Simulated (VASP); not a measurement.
# SiC (R3m) in VASP: further runs, part 3 of 3

VASP 6.6.1.

**5. Single point, PBEsol (strained cell)**

Contents of INCAR:

```
SYSTEM = SiC
ALGO = Normal
EDIFF = 1E-6
ENCUT = 600
GGA = PS
GGA_COMPAT = .False.
ISIF = 2
ISMEAR = 0
LASPH = .True.
LCHARG = .True.
LELF = .True.
LREAL = .False.
LVHAR = .True.
LWAVE = .False.
NBANDS = 11
NELM = 120
PREC = Accurate
SIGMA = 0.02
```

Contents of KPOINTS:

```
k-points
0
Gamma
  9 9 9
  0 0 0
```

Contents of POSCAR:

```
SiC
1.0
    0.0267013557      2.1724550861      2.1724550861
    2.1724550861      0.0267013557      2.1724550861
    2.1724550861      2.1724550861      0.0267013557
Si C
1 1
Direct
    0.0006788474      0.0006788474      0.0006788474
    0.2493211526      0.2493211526      0.2493211526
```

Potentials or basis: VASP PAW PBE potentials, release 64 (Si, C).

On the command line:

```console
> cat potpaw_PBE.64/Si/POTCAR potpaw_PBE.64/C/POTCAR > POTCAR
> mpirun -np 1 vasp_std > vasp.out
```

OUTCAR:

```text
SYSTEM = SiC
   EDIFF = 1E-6
   ENCUT = 600
   GGA = PS
   ISIF = 2
   ISMEAR = 0
   LASPH = .True.
   LREAL = .False.
   NELM = 120
   PREC = Accurate

 ion  position               nearest neighbor table
   1  0.001  0.001  0.001-   2 1.87   2 1.87   2 1.87   2 1.88
   2  0.249  0.249  0.249-   1 1.87   1 1.87   1 1.87   1 1.88

  LATTYP: Found a trigonal (rhomboedric) cell.
 ALAT       =     3.0724314744
 COS(alpha) =     0.5122521748

  Lattice vectors:

 A1 = (   0.0267013557,   2.1724550861,   2.1724550861)
 A2 = (   2.1724550861,   0.0267013557,   2.1724550861)
 A3 = (   2.1724550861,   2.1724550861,   0.0267013557)

Analysis of symmetry for initial positions (statically):
=====================================================================
 Subroutine PRICEL returns:
 Original cell was already a primitive cell.

 Routine SETGRP: Setting up the symmetry group for a
 trigonal (rhombohedral) supercell.

 Subroutine GETGRP returns: Found  6 space group operations
 (whereof  6 operations were pure point group operations)
 out of a pool of 12 trial point group operations.

The static configuration has the point symmetry C_3v.

Analysis of symmetry for dynamics (positions and initial velocities):
=====================================================================
 Subroutine PRICEL returns:
 Original cell was already a primitive cell.

 Routine SETGRP: Setting up the symmetry group for a
 trigonal (rhombohedral) supercell.

 Subroutine GETGRP returns: Found  6 space group operations
 (whereof  6 operations were pure point group operations)
 out of a pool of 12 trial point group operations.

The dynamic configuration has the point symmetry C_3v.

 Subroutine INISYM returns: Found  6 space group operations
 (whereof  6 operations are pure point group operations),
 and found     1 'primitive' translations

----------------------------------------------------------------------------------------

                                     Primitive cell

  volume of cell :      20.1280

  direct lattice vectors                    reciprocal lattice vectors
     0.026701356  2.172455086  2.172455086    -0.234441605  0.231595101  0.231595101
     2.172455086  0.026701356  2.172455086     0.231595101 -0.234441605  0.231595101
     2.172455086  2.172455086  0.026701356     0.231595101  0.231595101 -0.234441605

  length of vectors
     3.072431474  3.072431474  3.072431474     0.402784617  0.402784617  0.402784617

  position of ions in fractional coordinates (direct lattice)
     0.000678847  0.000678847  0.000678847
     0.249321153  0.249321153  0.249321153

  ion indices of the primitive-cell ions
   primitive index   ion index
                 1           1
                 2           2

----------------------------------------------------------------------------------------

 KPOINTS: k-points

Automatic generation of k-mesh.
 Grid dimensions read from file:
 generate k-points for:    9    9    9

 Generating k-lattice:

  Cartesian coordinates                     Fractional coordinates (reciprocal lattice)
    -0.026049067  0.025732789  0.025732789     0.111111111  0.000000000  0.000000000
     0.025732789 -0.026049067  0.025732789     0.000000000  0.111111111  0.000000000
     0.025732789  0.025732789 -0.026049067     0.000000000  0.000000000  0.111111111

  Length of vectors
     0.044753846  0.044753846  0.044753846

  Shift w.r.t. Gamma in fractional coordinates (k-lattice)
     0.000000000  0.000000000  0.000000000

 Subroutine IBZKPT returns following result:
 ===========================================

 Found     85 irreducible k-points:

 Following reciprocal coordinates:
            Coordinates               Weight
  0.000000  0.000000  0.000000      1.000000
  0.111111  0.000000  0.000000      6.000000
  0.222222  0.000000  0.000000      6.000000
  0.333333  0.000000  0.000000      6.000000
  0.444444  0.000000  0.000000      6.000000
  0.111111  0.111111  0.000000      6.000000
[... 16 lines left out ...]
 -0.333333  0.333333  0.000000      6.000000
  0.444444  0.444444  0.000000      6.000000
 [... further k-points ...]
   k-points           NKPTS =     85   k-points in BZ     NKDIM =     85   number of bands    NBANDS=     11
   number of dos      NEDOS =    301   number of ions     NIONS =      2
   total plane-waves  NPLWV =  21952
   dimension x,y,z NGX =    28 NGY =   28 NGZ =   28
   dimension x,y,z NGXF=    56 NGYF=   56 NGZF=   56
   ions per type =               1   1
   NGX,Y,Z   is equivalent  to a cutoff of  15.15, 15.15, 15.15 a.u.
   NGXF,Y,Z  is equivalent  to a cutoff of  30.30, 30.30, 30.30 a.u.
 SYSTEM =  SiC
   PREC   = accura    normal or accurate (medium, high low for compatibility)
   ISTART =      0    job   : 0-new  1-cont  2-samecut
   ICHARG =      2    charge: 1-file 2-atom 10-const
   ISPIN  =      1    spin polarized calculation?
   LNONCOLLINEAR =      F non collinear calculations
   LSORBIT =      F    spin-orbit coupling
   LASPH  =      T    aspherical Exc in radial PAW
   ENCUT  =  600.0 eV  44.10 Ry    6.64 a.u.   6.14  6.14  6.14*2*pi/ulx,y,z
   NELM   =    120;   NELMIN=  2; NELMDL= -5     # of ELM steps
   EDIFF  = 0.1E-05   stopping-criterion for ELM
   LREAL  =      F    real-space projection
   EDIFFG = 0.1E-04   stopping-criterion for IOM
   NSW    =      0    number of steps for IOM
   IBRION =     -1    ionic relax: 0-MD 1-quasi-New 2-CG
   NFREE  =      0    steps in history (QN), initial steepest desc. (CG)
   ISIF   =      2    stress and relaxation
   ISYM   =      2    0-nonsym 1-usesym 2-fastsym
   POTIM  = 0.5000    time-step for ionic-motion
   TEBEG  =    0.0;   TEEND  =   0.0 temperature during run
   PSTRESS=    0.0 pullay stress
   NELECT =       8.0000    total number of electrons
   NUPDOWN=      -1.0000    fix difference up-down
   EMIN   =  10.00;   EMAX   =-10.00  energy-range for DOS
   EFERMI =   0.00;   METHOD = LEGACY
   ISMEAR =     0;   SIGMA  =   0.02  broadening in eV -4-tet -1-fermi 0-gaus
   EFERMI_NEDOS =   21; number of points for ismear=-14 and -15
   IALGO  =     38    algorithm
   IMIX   =      4    mixing-type and parameters
     AMIX     =   0.40;   BMIX     =  1.00
     AMIX_MAG =   1.60;   BMIX_MAG =  1.00
  volume/ion in A,a.u.               =      10.06        67.92
  Fermi-wavevector in a.u.,A,eV,Ry     =   1.203662  2.274591 19.712136  1.448801
  Thomas-Fermi vector in A             =   2.339409
   LORBIT       =      0    0 simple, 1 ext, 2 COOP (PROOUT), +10 PAW based schemes
   GGA     = PS    functional components
   LHFCALC =     F    Hartree Fock is set to
   AEXX    =    0.0000 exact exchange contribution
   IVDW    =     0    specifies the selected vdW correction
   LEPSILON=     F    determine dielectric tensor
   LRPA    =     F    only Hartree local field effects (RPA)
 non-spin polarized calculation
 Gauss-broadening in eV      SIGMA  =   0.02
  energy-cutoff  :      600.00
  volume of cell :       20.13
 maximum number of plane-waves:       683
 NGX is ok and might be reduce to    28
   NGX = 13   NGY = 13   NGZ = 13

 number of electron       8.0000000 magnetization

 Free energy of the ion-electron system (eV)
  ---------------------------------------------------
  ext. energy  EPLUGINS =         0.00000000
  ---------------------------------------------------
  free energy    TOTEN  =       -15.89666860 eV

  energy without entropy =      -15.89666860  energy(sigma->0) =      -15.89666860

 E-fermi :   8.6413     XC(G=0): -11.6244

 val. band max:        8.4393849644   @ k =   0.0000   0.0000   0.0000
 cond. band min:       9.7202013544   @ k =   0.4444   0.4444   0.0000
 fundamental gap:      1.2808163900
 Fermi energy:         8.6413372201

 k-point     1 :       0.0000    0.0000    0.0000
  band No.  band energies     occupation
      1      -7.2739      2.00000
      2       8.2336      2.00000
      3       8.4394      2.00000
      4       8.4394      2.00000
      5      14.7328      0.00000
      6      15.6859      0.00000
      7      15.9427      0.00000
      8      15.9427      0.00000
      9      22.9911      0.00000
     10      22.9911      0.00000
     11      25.0586      0.00000
[... 309 lines left out ...]
 k-point    24 :       0.4444    0.4444    0.0000
  band No.  band energies     occupation
      1      -2.5678      2.00000
      2       1.0035      2.00000
      3       5.0623      2.00000
      4       5.2891      2.00000
      5       9.7202      0.00000
      6      12.7740      0.00000
      7      22.3295      0.00000
      8      22.3583      0.00000
      9      23.2544      0.00000
     10      28.2480      0.00000
     11      30.9934      0.00000

 [... further k-points ...]
[... 5 lines left out ...]
  --------------------------------------------------------------------------------------
  -------------------------------------------------------------------------------------
  Total        0.8206400      0.8206400      0.8206400     -0.3979113     -0.3979113     -0.3979113
  in kB       65.3223735     65.3223735     65.3223735    -31.6734605    -31.6734605    -31.6734605
  external PRESSURE =      65.3223735 kB  Pullay stress =       0.0000000 kB

 VOLUME and BASIS-vectors are now :
 -----------------------------------------------------------------------------
  energy-cutoff  :      600.00
  volume of cell :       20.13
      direct lattice vectors                 reciprocal lattice vectors
     0.026701356  2.172455086  2.172455086    -0.234441605  0.231595101  0.231595101
     2.172455086  0.026701356  2.172455086     0.231595101 -0.234441605  0.231595101
     2.172455086  2.172455086  0.026701356     0.231595101  0.231595101 -0.234441605

 POSITION                                       TOTAL-FORCE (eV/Angst)
 -----------------------------------------------------------------------------------
      0.00297      0.00297      0.00297        -0.000771     -0.000771     -0.000771
      1.08994      1.08994      1.08994         0.000771      0.000771      0.000771
 -----------------------------------------------------------------------------------
    total drift:                                0.000012      0.000012      0.000012

  FREE ENERGIE OF THE ION-ELECTRON SYSTEM (eV)
  ---------------------------------------------------
  free  energy   TOTEN  =       -15.8966686037 eV

  energy  without entropy=      -15.8966686037  energy(sigma->0) =      -15.89666860
```

OSZICAR:

```text
N       E                     dE             d eps       ncg     rms          rms(c)
DAV:   1     0.425256870610E+01    0.42526E+01   -0.43709E+03  1934   0.699E+02
DAV:   2    -0.170982991480E+02   -0.21351E+02   -0.20287E+02  2389   0.116E+02
DAV:   3    -0.177715828558E+02   -0.67328E+00   -0.67201E+00  2286   0.168E+01
DAV:   4    -0.177740638283E+02   -0.24810E-02   -0.24808E-02  2174   0.129E+00
DAV:   5    -0.177740743705E+02   -0.10542E-04   -0.10542E-04  2275   0.788E-02    0.903E+00
DAV:   6    -0.159852323986E+02    0.17888E+01   -0.61058E+00  2095   0.111E+01    0.407E+00
DAV:   7    -0.159114339408E+02    0.73798E-01   -0.40838E-01  2257   0.358E+00    0.181E+00
DAV:   8    -0.158968356043E+02    0.14598E-01   -0.21556E-02  2128   0.939E-01    0.165E-01
DAV:   9    -0.158966262728E+02    0.20933E-03   -0.16608E-03  2315   0.221E-01    0.111E-01
DAV:  10    -0.158966680717E+02   -0.41799E-04   -0.11671E-04  2092   0.691E-02    0.256E-02
DAV:  11    -0.158966684038E+02   -0.33210E-06   -0.10032E-05  2271   0.181E-02    0.532E-03
DAV:  12    -0.158966686037E+02   -0.19989E-06   -0.60089E-07  1232   0.484E-03
   1 F= -.15896669E+02 E0= -.15896669E+02  d E =-.161926E-48
```

Run time: 37 s. Hardware: 1 thread of Intel Xeon 8259CL, shared host; peak memory 0.16 GiB.

Results:

| Quantity | Value |
| --- | --- |
| Free energy | -15.8967 eV |
| Pressure | 6.5 GPa |
| Band gap on the k mesh | 1.28 eV (least direct gap 4.43 eV) |

Stress tensor (GPa, compression positive):
```
 6.53 -3.17 -3.17
-3.17  6.53 -3.17
-3.17 -3.17  6.53
```

Levels at points of the mesh, in eV from the valence-band top:
```csv
k point,band 1,band 2,band 3,band 4,band 5,band 6,band 7,band 8
"(0.00, 0.00, 0.00)",-15.71,-0.21,0.00,0.00,6.29,7.25,7.50,7.50
```

Caveat: the cell differs from its parent crystal (strained cell); the cell stands under pressure; the PAW data sets were made with another functional, which shifts forces and pressure a little; an odd mesh through Γ misses points on the zone boundary, where band edges can lie.

**6. The runs side by side**

```tsv
cell	gap on the mesh (eV)	pressure (GPa)
a = 3.040 Å, angles 59.9°, 2 atoms	1.34	10.5
a = 3.084 Å, angles 58.9°, 2 atoms	1.26	5.2
a = 3.073 Å, angles 59.2°, 2 atoms	1.28	6.5
a = 3.072 Å, angles 59.2°, 2 atoms	1.28	6.5
```

Alike in all rows: task single point; level PBEsol; potentials or basis VASP PAW PBE potentials, release 64 (Si, C); no spin polarisation; k mesh 9 × 9 × 9; cutoff (eV) 600; smearing gaussian 0.02 eV.

Caveats: the cell stands under pressure; the PAW data sets were made with another functional, which shifts forces and pressure a little; an odd mesh through Γ misses points on the zone boundary, where band edges can lie.

Absolute energies hang on the potentials; compare differences alone.
